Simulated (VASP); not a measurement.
## Zr3SnO8: single point with PBE

The system is Zr3SnO8.

```
Zr O Sn
1.0
     3.43593   -3.41561    0.00000
     3.43593    3.41561    0.00000
     0.00000    0.00000    6.48950
Zr O Sn
3 8 1
Direct
  0.50000 0.50000 0.25127
  0.00000 0.00000 0.00000
  0.50000 0.50000 0.74873
  0.19372 0.19372 0.25364
  0.80628 0.80628 0.25364
  0.69376 0.30624 0.00000
  0.30624 0.69376 0.00000
  0.19372 0.19372 0.74636
  0.80628 0.80628 0.74636
  0.69737 0.30263 0.50000
  0.30263 0.69737 0.50000
  0.00000 0.00000 0.50000
```

```json
{
 "Program": "VASP 6.6.1",
 "Task": "single point",
 "Functional": "PBE",
 "Potentials or basis": "VASP PAW PBE potentials, release 64 (Zr_sv, O, Sn_d)",
 "Cutoff": "520 eV",
 "k mesh": "6 × 6 × 4",
 "Occupations": "fermi-dirac, width 0.02 eV",
 "Spin": "no spin polarisation"
}
```

```json
{
  "Pressure": "4.6 GPa",
  "Largest force": "0.247 eV/Å",
  "Band gap on the k mesh": "2.75 eV"
}
```

Forces in eV/Å, atoms in the order of the input:
```
Zr   0.000  0.000 -0.021
Zr   0.000  0.000  0.000
Zr   0.000  0.000  0.021
O    0.171  0.000 -0.179
O   -0.171  0.000 -0.179
O    0.000 -0.016  0.000
O    0.000  0.016  0.000
O    0.171  0.000  0.179
O   -0.171  0.000  0.179
O    0.000  0.223  0.000
O    0.000 -0.223  0.000
Sn   0.000  0.000  0.000
```

Stress tensor (GPa, compression positive):
```
4.37 0.00 0.00
0.00 4.65 0.00
0.00 0.00 4.89
```

Levels at points of the mesh, in eV from the valence-band top:
| k point | band 46 | band 47 | band 48 | band 49 | band 50 | band 51 | band 52 | band 53 |
| --- | --- | --- | --- | --- | --- | --- | --- | --- |
| (0.00, 0.00, 0.00) | -0.77 | -0.61 | -0.55 | 0.00 | 2.75 | 3.97 | 4.52 | 4.87 |
| (0.50, 0.00, 0.00) | -1.06 | -0.90 | -0.71 | -0.60 | 3.31 | 3.90 | 4.04 | 4.41 |
| (0.50, 0.50, 0.00) | -0.97 | -0.85 | -0.63 | -0.47 | 3.17 | 4.17 | 4.40 | 4.83 |
| (0.00, 0.00, 0.50) | -0.89 | -0.69 | -0.55 | -0.43 | 3.94 | 4.17 | 4.19 | 4.67 |
| (0.50, 0.00, 0.50) | -0.86 | -0.68 | -0.62 | -0.60 | 4.15 | 4.38 | 4.44 | 4.54 |
| (0.50, 0.50, 0.50) | -0.95 | -0.90 | -0.82 | -0.71 | 4.04 | 4.34 | 4.58 | 4.63 |

Run time: 5.7 min on 1 thread of Intel(R) Xeon(R) Platinum 8259CL CPU @ 2.50GHz (Skylake/Cascade Lake) (shared host), peak memory 0.43 GiB.

Caveat: the cell stands under pressure; spin-orbit coupling is left out, which moves the levels of the heavy elements. A k mesh can miss the band edges.
